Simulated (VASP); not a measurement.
AlP, 2 atoms in the cell. It takes space group F-43m (No. 216, cubic). The conventional cell has a = 5.538 Å, b = 5.538 Å, c = 5.538 Å, α = 90.00°, β = 90.00°, γ = 90.00°. Within 3.2 Å of Al (site symmetry -43m) lie 4 P at 2.40 Å. P (site symmetry -43m) has 4 Al at 2.40 Å within 3.2 Å. 

| Item | Value |
| --- | --- |
| Program | VASP 6.6.1 |
| Task | single point |
| Functional | PBEsol |
| Potentials or basis | VASP PAW PBE potentials, release 64 (Al, P) |
| Cutoff | 500 eV |
| k mesh | 8 × 8 × 8 |
| Occupations | gaussian, width 0.01 eV |
| Spin | no spin polarisation |
| Dipole correction | no |
| Further INCAR settings | ALGO = Normal; EDIFF = 1e-06; NBANDS = 11 |

Potentials or basis: VASP PAW PBE potentials, release 64 (Al, P).

Run with:

```bash
$ cat potpaw_PBE.64/Al/POTCAR potpaw_PBE.64/P/POTCAR > POTCAR
$ mpirun -np 1 vasp_std > vasp.out
```

Hardware: 1 thread of Intel(R) Xeon(R) Platinum 8559C (Emerald Rapids) (shared host).

Problem. How long does it take, and how much memory?

Solution. Run time: 10 s on 1 thread of Intel(R) Xeon(R) Platinum 8559C (Emerald Rapids), on a shared host, peak memory 0.16 GiB. Counts: scf iterations 12, k points 29.
